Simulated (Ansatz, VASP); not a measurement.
LaHg2: VASP beside Ansatz

The input INCAR:

```
PREC = Accurate
ENCUT = 410
EDIFF = 1E-8
ISMEAR = -1
SIGMA = 0.08
LREAL = False
LASPH = True
NELM = 200
ALGO = Normal
ISIF = 2
LWAVE = False
LCHARG = False
GGA = CA
LEFG = True
NBANDS = 32
GGA_COMPAT = False
LMAXMIX = 6
```

KPOINTS

```
regular mesh
0
Gamma
  8 8 9
```

POSCAR

```
LaHg2
1.0
    4.8567862506      0.0000000000      0.0000000000
   -2.4283931254      4.2061002739      0.0000000000
    0.0000000000      0.0000000000      3.5656934357
La Hg
1 2
Direct
    0.0000000000      0.0000000000      0.0000000000
    0.3333333333      0.6666666667      0.5000000000
    0.6666666667      0.3333333333      0.5000000000
```

Input for Ansatz:

```yaml
crystal:
  lattice:
    - [4.8567862506, 0.0, 0.0]
    - [-2.4283931254, 4.2061002739, 0.0]
    - [0.0, 0.0, 3.5656934357]
  atoms:
    - { symbol: La, position: [0.0, 0.0, 0.0] }
    - { symbol: Hg, position: [0.3333333333, 0.6666666667, 0.5] }
    - { symbol: Hg, position: [0.6666666667, 0.3333333333, 0.5] }
kpoints:
  mp_grid: { grid: [8, 8, 9] }
scf:
  occupations: { method: fermi_dirac, width: 0.08 }
hamiltonian:
  xc: lda
  pseudopotentials: { kind: paw }
output:
  forces: true
  stress: true
  eigenvalues: true
  efg: { contact_densities: true }
```

Change from the starting cell: volume scaled by 0.94, PAW files.

Alike in both runs: task electric field gradients; functional LDA; k mesh 8 × 8 × 9; occupations fermi-dirac, width 0.08 eV; no spin polarisation.

|  | VASP | Ansatz |
| --- | --- | --- |
| version | VASP 6.6.1 | Ansatz 0.2.0 |
| potentials or method | VASP PAW LDA potentials, release 64 (La, Hg_sv_GW) | PAW with Ansatz's default frozen-core files, scalar-relativistic |
| plane-wave cutoff (eV) | 410 | 420 |
| valence electrons in the cell | 51 | 51 |

VASP gave:

| Quantity | Value |
| --- | --- |
| size of Vzz on the site where it differs most (V/Å²) | 319.2 |

Task: Estimate Ansatz's values.

Result: Size of Vzz on the site where it differs most (V/Å²): 299.6.

LDA's correlation is that of Perdew and Zunger in VASP and of Perdew and Wang (1992) in Ansatz.

Neither program's run includes spin-orbit coupling.
